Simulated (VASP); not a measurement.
# C (P6_3/mmc) in VASP: a series of runs

C is run at these levels: PBE+D3(BJ); tasks: single point.

All numbers are computed with VASP 6.6.1; they aren't measurements. Logs are shortened: lines on timing, memory, paths and dates and some standing lists are left out, and cuts for length are marked.

## 1. The cell of the first run

The structure is hexagonal, space group P6_3/mmc (No. 194). Conventional cell: a = 2.465 Å, b = 2.465 Å, c = 6.741 Å, α = 90.00°, β = 90.00°, γ = 120.00°. C (site symmetry -6m2) has 3 C at 1.42 Å within 1.9 Å. Within 1.9 Å of C (site symmetry -6m2) lie 3 C at 1.42 Å.

## 2. Single point, PBE+D3(BJ)

Input file INCAR:

```
SYSTEM = C
PREC = Accurate ; ENCUT = 520
EDIFF = 1E-7 ; ISMEAR = 0
SIGMA = 0.15 ; LREAL = .FALSE.
LASPH = .TRUE. ; NELM = 100
ALGO = Normal ; ISIF = 2
LWAVE = .FALSE. ; LCHARG = .FALSE.
GGA = PE ; IVDW = 12
NBANDS = 16
```

Input file KPOINTS:

```
Automatic mesh
0
G
  18 18 6
  0 0 0
```

Input file POSCAR:

```
C
1.0
    2.4649495834      0.0000000000      0.0000000000
   -1.2324747917      2.1347089583      0.0000000000
    0.0000000000      0.0000000000      6.7410272571
C
4
Direct
    0.0000000000      0.0000000000      0.0024999628
    0.0000000000      0.0000000000      0.5024999628
    0.3333333333      0.6666666667      0.0025000372
    0.6666666667      0.3333333333      0.5025000372
```

Potentials or basis: VASP PAW PBE potentials, release 64 (C).

The run is started by

```bash
$ cat potpaw_PBE.64/C/POTCAR > POTCAR
$ mpirun -np 1 vasp_std > vasp.out
```

OUTCAR:

```text
SYSTEM = C
   PREC = Accurate
   ENCUT = 520
   EDIFF = 1E-7
   ISMEAR = 0
   LREAL = .FALSE.
   LASPH = .TRUE.
   NELM = 100
   ISIF = 2
   GGA = PE
   IVDW = 12
 IVDW          = 12

 ion  position               nearest neighbor table
   1  0.000  0.000  0.002-   3 1.42   3 1.42   3 1.42
   2  0.000  0.000  0.502-   4 1.42   4 1.42   4 1.42
   3  0.333  0.667  0.003-   1 1.42   1 1.42   1 1.42
   4  0.667  0.333  0.503-   2 1.42   2 1.42   2 1.42

  LATTYP: Found a hexagonal cell.
 ALAT       =     2.4649495834
 C/A-ratio  =     2.7347525899

  Lattice vectors:

 A1 = (   2.4649495834,   0.0000000000,   0.0000000000)
 A2 = (  -1.2324747917,   2.1347089583,   0.0000000000)
 A3 = (   0.0000000000,   0.0000000000,   6.7410272571)

Analysis of symmetry for initial positions (statically):
=====================================================================
 Subroutine PRICEL returns:
 Original cell was already a primitive cell.

 Routine SETGRP: Setting up the symmetry group for a
 hexagonal supercell.

 Subroutine GETGRP returns: Found 24 space group operations
 (whereof  6 operations were pure point group operations)
 out of a pool of 24 trial point group operations.

The static configuration has the point symmetry C_3v.
 The point group associated with its full space group is D_6h.

Analysis of symmetry for dynamics (positions and initial velocities):
=====================================================================
 Subroutine PRICEL returns:
 Original cell was already a primitive cell.

 Routine SETGRP: Setting up the symmetry group for a
 hexagonal supercell.

 Subroutine GETGRP returns: Found 24 space group operations
 (whereof  6 operations were pure point group operations)
 out of a pool of 24 trial point group operations.

The dynamic configuration has the point symmetry C_3v.
 The point group associated with its full space group is D_6h.

 Subroutine INISYM returns: Found 24 space group operations
 (whereof  6 operations are pure point group operations),
 and found     1 'primitive' translations

----------------------------------------------------------------------------------------

                                     Primitive cell

  volume of cell :      35.4709

  direct lattice vectors                    reciprocal lattice vectors
     2.464949583  0.000000000  0.000000000     0.405687811  0.234223967  0.000000000
    -1.232474792  2.134708958  0.000000000     0.000000000  0.468447933  0.000000000
[... 92 lines left out ...]
   NSW    =      0    number of steps for IOM
   IBRION =     -1    ionic relax: 0-MD 1-quasi-New 2-CG
   NFREE  =      0    steps in history (QN), initial steepest desc. (CG)
   ISIF   =      2    stress and relaxation
   ISYM   =      2    0-nonsym 1-usesym 2-fastsym
   POTIM  = 0.5000    time-step for ionic-motion
   TEBEG  =    0.0;   TEEND  =   0.0 temperature during run
   PSTRESS=    0.0 pullay stress
   NELECT =      16.0000    total number of electrons
   NUPDOWN=      -1.0000    fix difference up-down
   EMIN   =  10.00;   EMAX   =-10.00  energy-range for DOS
   EFERMI =   0.00;   METHOD = LEGACY
   ISMEAR =     0;   SIGMA  =   0.15  broadening in eV -4-tet -1-fermi 0-gaus
   EFERMI_NEDOS =   21; number of points for ismear=-14 and -15
   IALGO  =     38    algorithm
   IMIX   =      4    mixing-type and parameters
     AMIX     =   0.40;   BMIX     =  1.00
     AMIX_MAG =   1.60;   BMIX_MAG =  1.00
  volume/ion in A,a.u.               =       8.87        59.84
  Fermi-wavevector in a.u.,A,eV,Ry     =   1.255521  2.372590 21.447304  1.576332
  Thomas-Fermi vector in A             =   2.389273
   LORBIT       =      0    0 simple, 1 ext, 2 COOP (PROOUT), +10 PAW based schemes
   GGA     = PE    functional components
   LHFCALC =     F    Hartree Fock is set to
   AEXX    =    0.0000 exact exchange contribution
   IVDW    =    12    specifies the selected vdW correction
   LEPSILON=     F    determine dielectric tensor
   LRPA    =     F    only Hartree local field effects (RPA)
 non-spin polarized calculation
 Gauss-broadening in eV      SIGMA  =   0.15
  energy-cutoff  :      520.00
  volume of cell :       35.47
 maximum number of plane-waves:       979
   NGX =  9   NGY =  9   NGZ = 25

 number of electron      15.9999995 magnetization

 Free energy of the ion-electron system (eV)
  ---------------------------------------------------
  ext. energy  EPLUGINS =         0.00000000
  ---------------------------------------------------
  free energy    TOTEN  =       -36.84778193 eV

  energy without entropy =      -36.84656568  energy(sigma->0) =      -36.84717381

 E-fermi :   4.6333     XC(G=0): -10.2917

 val. band max:        4.6306274210   @ k =   0.3333   0.3333   0.5000
 cond. band min:       4.6416137610   @ k =   0.3333   0.3333   0.3333
 fundamental gap:      0.0109863400
 Fermi energy:         4.6332967540

 k-point     1 :       0.0000    0.0000    0.0000
  band No.  band energies     occupation
      1     -15.0101      2.00000
      2     -14.7205      2.00000
      3      -3.8565      2.00000
      4      -1.9354      2.00000
      5       1.6197      2.00000
      6       1.6197      2.00000
[... 433 lines left out ...]
      3      -7.6231      2.00000
      4      -7.4681      2.00000
      5      -2.6126      2.00000
      6      -2.5390      2.00000
[... 8 lines left out ...]
     15      17.7993      0.00000
     16      18.7661      0.00000

 [... further k-points ...]

------------------------ aborting loop because EDIFF is reached ----------------------------------------

 Edisp (eV)   -0.62192

 E8    (eV) :    -0.1761

  FORCE on cell =-STRESS in cart. coord.  units (eV):
  Direction    XX          YY          ZZ          XY          YZ          ZX
  --------------------------------------------------------------------------------------
  -------------------------------------------------------------------------------------
  Total       0.16035     0.16035    -0.02074     0.00000     0.00000     0.00000
  in kB       7.24284     7.24284    -0.93658     0.00000     0.00000     0.00000
  external pressure =        4.52 kB  Pullay stress =        0.00 kB

 VOLUME and BASIS-vectors are now :
 -----------------------------------------------------------------------------
  energy-cutoff  :      520.00
  volume of cell :       35.47
      direct lattice vectors                 reciprocal lattice vectors
     2.464949583  0.000000000  0.000000000     0.405687811  0.234223967  0.000000000
    -1.232474792  2.134708958  0.000000000     0.000000000  0.468447933  0.000000000
     0.000000000  0.000000000  6.741027257     0.000000000  0.000000000  0.148345343

 POSITION                                       TOTAL-FORCE (eV/Angst)
 -----------------------------------------------------------------------------------
      0.00000      0.00000      0.01685        -0.000000     -0.000000      0.000000
      0.00000      0.00000      3.38737         0.000000     -0.000000      0.000000
     -0.00000      1.42314      0.01685         0.000000     -0.000000     -0.000000
      1.23247      0.71157      3.38737        -0.000000      0.000000      0.000000
 -----------------------------------------------------------------------------------
    total drift:                               -0.000000     -0.000000     -0.000587

  FREE ENERGIE OF THE ION-ELECTRON SYSTEM (eV)
  ---------------------------------------------------
  free  energy   TOTEN  =       -37.4697061326 eV

  energy  without entropy=      -37.4684898775  energy(sigma->0) =      -37.46909801
```

OSZICAR:

```text
N       E                     dE             d eps       ncg     rms          rms(c)
DAV:   1     0.311624374251E+02    0.31162E+02   -0.78828E+03  4736   0.930E+02
DAV:   2    -0.364847092337E+02   -0.67647E+02   -0.61819E+02  6784   0.183E+02
DAV:   3    -0.391927222837E+02   -0.27080E+01   -0.26958E+01  6088   0.341E+01
DAV:   4    -0.392151435107E+02   -0.22421E-01   -0.22407E-01  6088   0.371E+00
DAV:   5    -0.392155063504E+02   -0.36284E-03   -0.36283E-03  6008   0.446E-01    0.893E+00
DAV:   6    -0.374101867065E+02    0.18053E+01   -0.11939E+00  5656   0.696E+00    0.522E+00
DAV:   7    -0.368397032342E+02    0.57048E+00   -0.14782E+00  5792   0.785E+00    0.148E+00
DAV:   8    -0.368489699115E+02   -0.92667E-02   -0.72795E-02  5592   0.161E+00    0.346E-01
DAV:   9    -0.368475910679E+02    0.13788E-02   -0.20700E-03  6008   0.320E-01    0.971E-02
DAV:  10    -0.368477897069E+02   -0.19864E-03   -0.58731E-04  5264   0.157E-01    0.723E-02
DAV:  11    -0.368477812860E+02    0.84209E-05   -0.29817E-05  6080   0.371E-02    0.546E-03
DAV:  12    -0.368477819182E+02   -0.63218E-06   -0.12411E-06  5504   0.771E-03    0.389E-03
DAV:  13    -0.368477819332E+02   -0.15054E-07   -0.20935E-07  5832   0.360E-03
   1 F= -.37469706E+02 E0= -.37469098E+02  d E =-.121626E-02
```

Run time: 47 s. Hardware: 1 thread of Intel Xeon Platinum 8375C at 2.90GHz (Ice Lake), shared host; peak memory 0.19 GiB.

Results:

```
Free energy                : -37.4697 eV
Pressure                   : 0.5 GPa
Band gap on the k mesh     : zero (bands 8 and 9 overlap by 0.02 eV)
Dispersion energy per atom : -0.155 eV
```

## 3. Single point, PBE+D3(BJ)

Input file INCAR:

```
SYSTEM = C
PREC = Accurate
ENCUT = 520
EDIFF = 1E-6
ISMEAR = 0
SIGMA = 0.15
LREAL = .False.
LASPH = .True.
NELM = 100
ALGO = Normal
ISIF = 2
LWAVE = .False.
LCHARG = .False.
GGA = PE
IVDW = 12
NBANDS = 16
```

Input file KPOINTS:

```
regular mesh
0
Gamma
  21 21 8
  0 0 0
```

POSCAR is that of step 2.

Potentials or basis: VASP PAW PBE potentials, release 64 (C).

The run is started by

```bash
$ cat potpaw_PBE.64/C/POTCAR > POTCAR
$ mpirun -np 1 vasp_std > vasp.out
```

It took 67 s on 1 thread of Intel Xeon Platinum 8375C at 2.90GHz (Ice Lake), shared host; peak memory 0.22 GiB.

The run converged. Its results:

| Property | Result |
| --- | --- |
| Free energy | -37.4702 eV |
| Pressure | 0.4 GPa |
| Band gap on the k mesh | zero (bands 8 and 9 overlap by 0.03 eV) |
| Dispersion energy per atom | -0.155 eV |

Stress tensor (GPa, compression positive):
```
 0.71  0.00  0.00
 0.00  0.71  0.00
 0.00  0.00 -0.10
```

Levels at points of the mesh, in eV from the Fermi level:
| k point | band 6 | band 7 | band 8 | band 9 | band 10 | band 11 |
| --- | --- | --- | --- | --- | --- | --- |
| (0.00, 0.00, 0.00) | -3.01 | -3.00 | -3.00 | 4.25 | 8.33 | 8.33 |
| (0.00, 0.00, 0.50) | -3.00 | -3.00 | -3.00 | 6.85 | 6.85 | 8.35 |
